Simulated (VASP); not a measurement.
# W in VASP: further runs, part 2 of 2

VASP 6.6.1. Earlier steps stand in the parts before.

**4. Single point, PBE (equal xx and yy strain of -3 %)**

INCAR

```
ALGO = Normal
EDIFF = 1E-7
ENCUT = 520
GGA = PE
ISIF = 2
ISMEAR = -1
LASPH = T
LCHARG = T
LELF = T
LREAL = F
LVHAR = T
LWAVE = F
NBANDS = 13
NELM = 100
PREC = Accurate
SIGMA = 0.05
```

KPOINTS

```
k-points
0
Gamma
  14 14 14
```

POSCAR

```
W
1.0
    0.0000000000      1.9691000000      2.0300000000
    1.9691000000      0.0000000000      2.0300000000
    1.9691000000      1.9691000000      0.0000000000
W
1
Direct
    0.0000000000      0.0000000000      0.0000000000
```

Potentials or basis: VASP PAW PBE potentials, release 64 (W_sv).

Command:

```bash
cat potpaw_PBE.64/W_sv/POTCAR > POTCAR
mpirun -np 1 vasp_std > vasp.out
```

OUTCAR:

```text
EDIFF = 1E-7
   ENCUT = 520
   GGA = PE
   ISIF = 2
   ISMEAR = -1
   LASPH = T
   LREAL = F
   NELM = 100
   PREC = Accurate

 ion  position               nearest neighbor table
   1  0.000  0.000  0.000-

  LATTYP: Found a body centered tetragonal cell.
 ALAT       =     2.7847279257
 C/A-ratio  =     1.4579521262

  Lattice vectors:

 A1 = (  -1.9691000000,   0.0000000000,   2.0300000000)
 A2 = (   1.9691000000,   0.0000000000,   2.0300000000)
 A3 = (   0.0000000000,   1.9691000000,  -2.0300000000)

Analysis of symmetry for initial positions (statically):
=====================================================================
 Subroutine PRICEL returns:
 Original cell was already a primitive cell.

 Routine SETGRP: Setting up the symmetry group for a
 body centered tetragonal supercell.

 Subroutine GETGRP returns: Found 16 space group operations
 (whereof 16 operations were pure point group operations)
 out of a pool of 16 trial point group operations.

The static configuration has the point symmetry D_4h.

Analysis of symmetry for dynamics (positions and initial velocities):
=====================================================================
 Subroutine PRICEL returns:
 Original cell was already a primitive cell.

 Routine SETGRP: Setting up the symmetry group for a
 body centered tetragonal supercell.

 Subroutine GETGRP returns: Found 16 space group operations
 (whereof 16 operations were pure point group operations)
 out of a pool of 16 trial point group operations.

The dynamic configuration has the point symmetry D_4h.

 Subroutine INISYM returns: Found 16 space group operations
 (whereof 16 operations are pure point group operations),
 and found     1 'primitive' translations

----------------------------------------------------------------------------------------

                                     Primitive cell

[... 108 lines left out ...]
     AMIX_MAG =   1.60;   BMIX_MAG =  1.00
  volume/ion in A,a.u.               =      15.74       106.23
  Fermi-wavevector in a.u.,A,eV,Ry     =   1.574334  2.975061 33.722431  2.478529
  Thomas-Fermi vector in A             =   2.675484
   LORBIT       =      0    0 simple, 1 ext, 2 COOP (PROOUT), +10 PAW based schemes
   GGA     = PE    functional components
   LHFCALC =     F    Hartree Fock is set to
   AEXX    =    0.0000 exact exchange contribution
   IVDW    =     0    specifies the selected vdW correction
   LEPSILON=     F    determine dielectric tensor
   LRPA    =     F    only Hartree local field effects (RPA)
 non-spin polarized calculation
  energy-cutoff  :      520.00
  volume of cell :       15.74
 maximum number of plane-waves:       436
 NGX is ok and might be reduce to    24
   NGX = 11   NGY = 11   NGZ = 11

 number of electron      13.9999998 magnetization

 Free energy of the ion-electron system (eV)
  ---------------------------------------------------
  ext. energy  EPLUGINS =         0.00000000
  ---------------------------------------------------
  free energy    TOTEN  =       -12.45485655 eV

  energy without entropy =      -12.44556017  energy(sigma->0) =      -12.45020836

 E-fermi :  11.0872     XC(G=0): -13.6695

 val. band max:       11.0861938261   @ k =  -0.2857   0.0714   0.0000
 cond. band min:      11.0917919382   @ k =   0.3571   0.0714   0.0000
 fundamental gap:      0.0055981122
 Fermi energy:        11.0872097006

 k-point     1 :       0.0000    0.0000    0.0000
  band No.  band energies     occupation
      1     -62.5271      2.00000
      2     -26.1217      2.00000
      3     -26.0887      2.00000
      4     -26.0887      2.00000
      5       1.8626      2.00000
      6      10.1805      2.00000
      7      10.6094      1.99986
      8      10.6094      1.99986
      9      13.4377      0.00000
     10      14.0936      0.00000
     11      23.9221      0.00000
     12      28.6485      0.00000
     13      29.6936      0.00000
[... 354 lines left out ...]
  band No.  band energies     occupation
      1     -62.4545      2.00000
      2     -26.7661      2.00000
      3     -26.2711      2.00000
      4     -26.2512      2.00000
      5       4.6298      2.00000
      6       8.5879      2.00000
      7      10.4374      2.00000
      8      11.8979      0.00000
      9      13.1650      0.00000
     10      15.0032      0.00000
     11      26.0746      0.00000
     12      28.9609      0.00000
     13      31.6019      0.00000

 [... further k-points ...]
[... 5 lines left out ...]
  --------------------------------------------------------------------------------------
  -------------------------------------------------------------------------------------
  Total        1.1356264      1.1356264      1.9590621      0.0000000      0.0000000      0.0000000
  in kB      115.5804766    115.5804766    199.3871712      0.0000000      0.0000000      0.0000000
  external PRESSURE =     143.5160415 kB  Pullay stress =       0.0000000 kB

 VOLUME and BASIS-vectors are now :
 -----------------------------------------------------------------------------
  energy-cutoff  :      520.00
  volume of cell :       15.74
      direct lattice vectors                 reciprocal lattice vectors
     0.000000000  1.969100000  2.030000000    -0.253923112  0.253923112  0.246305419
     1.969100000  0.000000000  2.030000000     0.253923112 -0.253923112  0.246305419
     1.969100000  1.969100000  0.000000000     0.253923112  0.253923112 -0.246305419

 POSITION                                       TOTAL-FORCE (eV/Angst)
 -----------------------------------------------------------------------------------
      0.00000      0.00000      0.00000         0.000000     -0.000000      0.000000
 -----------------------------------------------------------------------------------
    total drift:                                0.000000      0.000000      0.000000

  FREE ENERGIE OF THE ION-ELECTRON SYSTEM (eV)
  ---------------------------------------------------
  free  energy   TOTEN  =       -12.4548565479 eV

  energy  without entropy=      -12.4455601660  energy(sigma->0) =      -12.45020836
```

OSZICAR:

```text
N       E                     dE             d eps       ncg     rms          rms(c)
DAV:   1     0.857984878413E+02    0.85798E+02   -0.75067E+03  6368   0.123E+03
DAV:   2    -0.113515410676E+02   -0.97150E+02   -0.93641E+02  7064   0.317E+02
DAV:   3    -0.130307841363E+02   -0.16792E+01   -0.16720E+01  7059   0.403E+01
DAV:   4    -0.130376782757E+02   -0.68941E-02   -0.68940E-02  7084   0.285E+00
DAV:   5    -0.130377357442E+02   -0.57469E-04   -0.57469E-04  7164   0.245E-01    0.206E+01
DAV:   6    -0.125794761063E+02    0.45826E+00   -0.38067E-01  6764   0.825E+00    0.838E+00
DAV:   7    -0.124590173478E+02    0.12046E+00   -0.19926E-01  7114   0.563E+00    0.487E-01
DAV:   8    -0.124548727811E+02    0.41446E-02   -0.40141E-03  6419   0.827E-01    0.583E-02
DAV:   9    -0.124548574865E+02    0.15295E-04   -0.74137E-05  7538   0.101E-01    0.419E-02
DAV:  10    -0.124548561433E+02    0.13432E-05   -0.11586E-05  6789   0.453E-02    0.282E-03
DAV:  11    -0.124548566780E+02   -0.53465E-06   -0.16859E-07  5790   0.528E-03    0.522E-04
DAV:  12    -0.124548565342E+02    0.14378E-06   -0.95485E-09  3692   0.121E-03    0.104E-04
DAV:  13    -0.124548565479E+02   -0.13688E-07   -0.12873E-09  3347   0.465E-04
   1 F= -.12454857E+02 E0= -.12450208E+02  d E =-.929638E-02
```

It took 15 s on 1 thread of Intel Xeon 6975P-C (Granite Rapids), shared host; peak memory 0.17 GiB.

Results:

```
Free energy            : -12.4549 eV
Pressure               : 14.4 GPa
Band gap on the k mesh : zero (band 7 reaches 14.57 eV, above the bottom of band 8 at 10.61 eV)
```

Stress tensor (GPa, compression positive):
```
11.56  0.00  0.00
 0.00 11.56  0.00
 0.00  0.00 19.94
```

Levels at points of the mesh, in eV from the Fermi level:
| k point | band 4 | band 5 | band 6 | band 7 | band 8 | band 9 | band 10 | band 11 |
| --- | --- | --- | --- | --- | --- | --- | --- | --- |
| (0.00, 0.00, 0.00) | -37.18 | -9.22 | -0.91 | -0.48 | -0.48 | 2.35 | 3.01 | 12.83 |
| (0.50, 0.00, 0.00) | -37.32 | -5.85 | -1.11 | -0.63 | 0.75 | 5.19 | 5.45 | 10.92 |
| (0.50, 0.50, 0.00) | -37.61 | -5.82 | -4.75 | 2.86 | 5.34 | 6.08 | 6.08 | 12.41 |
| (0.50, 0.00, 0.50) | -37.66 | -5.79 | -4.82 | 3.49 | 5.24 | 5.85 | 6.37 | 11.68 |

Caveat: the cell differs from its parent crystal (equal xx and yy strain of -3 %); spin-orbit coupling is left out, which moves the levels of the heavy elements.

**5. Summary**

```tsv
cell	gap on the mesh (eV)	pressure (GPa)
a = 2.860, b = 2.860, c = 2.893 Å, angles 59.6, 59.6, 60.7°, 1 atom	none	-4.3
a = 2.871, b = 2.871, c = 2.849 Å, angles 60.2, 60.2, 60.5°, 1 atom	none	-4.2
a = 2.828, b = 2.828, c = 2.785 Å, angles 60.5, 60.5, 59.0°, 1 atom	none	14.4
```

Alike in all rows: task single point; level PBE; potentials or basis VASP PAW PBE potentials, release 64 (W_sv); no spin polarisation; k mesh 14 × 14 × 14; cutoff (eV) 520; smearing fermi-dirac 0.05 eV.

Caveats: spin-orbit coupling is left out, which moves the levels of the heavy elements.

Absolute energies hang on the potentials; compare differences alone.
